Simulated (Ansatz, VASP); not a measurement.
One calculation of EuS, two programs

Contents of INCAR:

```
SYSTEM = EuS
ALGO = Normal
EDIFF = 1E-6
ENCUT = 600
GGA = PS
GGA_COMPAT = .False.
ISIF = 2
ISMEAR = -1
ISPIN = 2
IVDW = 12
LASPH = .True.
LCHARG = .False.
LMAXMIX = 6
LORBIT = 11
LREAL = .False.
LWAVE = .False.
MAGMOM = 7 0
NBANDS = 22
NELM = 200
PREC = Accurate
SIGMA = 0.05
```

KPOINTS

```
k-points
0
Gamma
  8 8 8
  0 0 0
```

File POSCAR:

```
EuS
1.0
    0.0000000000      2.9982257404      2.9982257404
    2.9982257404      0.0000000000      2.9982257404
    2.9982257404      2.9982257404      0.0000000000
Eu S
1 1
Direct
    0.0000000000      0.0000000000      0.0000000000
    0.5000000000      0.5000000000      0.5000000000
```

The input input.yaml:

```yaml
crystal:
  lattice:
    - [0.0, 2.9982257404, 2.9982257404]
    - [2.9982257404, 0.0, 2.9982257404]
    - [2.9982257404, 2.9982257404, 0.0]
  atoms:
    - { symbol: Eu, position: [0.0, 0.0, 0.0], spin: 7.0 }
    - { symbol: S, position: [0.5, 0.5, 0.5] }
hamiltonian:
  xc: pbesol
  pseudopotentials: { kind: paw }
  dispersion: d3bj
magnetization:
  spin_polarized: true
kpoints:
  mp_grid: { grid: [8, 8, 8] }
scf:
  occupations: { method: fermi_dirac, width: 0.05 }
output:
  forces: true
  stress: true
  eigenvalues: true
```

Alike in both runs: task single point; functional PBEsol; dispersion D3(BJ); k mesh 8 × 8 × 8; occupations fermi-dirac, width 0.05 eV; collinear spin.

```csv
,VASP,Ansatz
version,VASP 6.6.1,Ansatz 0.2.0
potentials or method,"VASP PAW PBE potentials, release 64 (Eu, S)",Ansatz PAW
plane-wave cutoff (eV),600,420
valence electrons in the cell,23,23
```

Ansatz gave:

```
gap on the k mesh at the Fermi level (eV)                     : none
pressure (GPa)                                                : -8.2
net moment per atom (μB)                                      : 3.49
size of the moment on the site where the two differ most (μB) : 6.76
```

Question: Estimate VASP's values.

Answer: gap on the k mesh at the Fermi level (eV): none; pressure (GPa): -8.4; net moment per atom (μB): 3.49; size of the moment on the site where the two differ most (μB): 6.60.

VASP's potentials were made for PBE, not for PBEsol. Site moments also hang on the region over which each program counts them. A gap of «none» marks a metal or a gap that the smearing closes.

Neither program's run includes spin-orbit coupling.
